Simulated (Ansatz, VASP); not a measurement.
# Si2W in VASP and in Ansatz

File INCAR:

```
SYSTEM = Si2W
ALGO = Normal ; EDIFF = 1E-6
ENCUT = 520 ; GGA = CA
ISIF = 2 ; ISMEAR = 0
LASPH = .True. ; LCHARG = .False.
LREAL = .False. ; LWAVE = .False.
NBANDS = 18 ; NELM = 100
PREC = Accurate ; SIGMA = 0.15
```

The input KPOINTS:

```
k-points
0
Gamma
  20 20 20
  0 0 0
```

The input POSCAR:

```
Si2W
1.0
   -1.6879482196      1.6879482196      3.8758667019
    1.6879482196     -1.6879482196      3.8758667019
    1.6879482196      1.6879482196     -3.8758667019
Si W
2 1
Direct
    0.3346644983      0.3346644983      0.0000000000
    0.6653355017      0.6653355017      0.0000000000
    0.0000000000      0.0000000000      0.0000000000
```

Input for Ansatz:

```yaml
crystal:
  lattice:
    - [-1.6879482196, 1.6879482196, 3.8758667019]
    - [1.6879482196, -1.6879482196, 3.8758667019]
    - [1.6879482196, 1.6879482196, -3.8758667019]
  atoms:
    - { symbol: Si, position: [0.3346644983, 0.3346644983, 0.0] }
    - { symbol: Si, position: [0.6653355017, 0.6653355017, 0.0] }
    - { symbol: W, position: [0.0, 0.0, 0.0] }
basis:
  ecutwfc: 420
kpoints:
  mp_grid: { grid: [20, 20, 20] }
hamiltonian:
  xc: lda
  pseudopotentials: { kind: paw, azcp: { folder: soft_1 } }
scf:
  occupations: { method: gaussian, width: 0.15 }
output:
  forces: true
  stress: true
  eigenvalues: true
  write_density: true
  write_potential: true
  elf: true
  volumetric_format: npy
```

Alike in both runs: task single point; functional LDA; k mesh 20 × 20 × 20; occupations gaussian, width 0.15 eV; no spin polarisation.

|  | VASP | Ansatz |
| --- | --- | --- |
| version | VASP 6.6.1 | Ansatz 0.2.0 |
| potentials or method | VASP PAW LDA potentials, release 64 (Si, W_sv), cutoff 520 eV | scalar-relativistic, plane waves, PAW |
| valence electrons in the cell | 22 | 22 |

Ansatz gave:

```
gap on the k mesh at the Fermi level (eV)                     : none
pressure (GPa)                                                : -19.8
traceless stress, the component that is largest in VASP (GPa) : 12.16
rms of the force components (eV/Å)                            : 0.091
```

**Question.** Estimate VASP's values.

**Answer.** gap on the k mesh at the Fermi level (eV): none; pressure (GPa): -19.3; traceless stress, the component that is largest in VASP (GPa): 12.25; rms of the force components (eV/Å): 0.089.

Ansatz warns that its potentials were made for another functional, while VASP's fit it. LDA's correlation is that of Perdew and Zunger in VASP and of Perdew and Wang (1992) in Ansatz. Atom by atom the forces differ by 0.001 eV/Å (rms over components). A gap of «none» marks a metal or a gap that the smearing closes.

Spin-orbit coupling is off throughout.
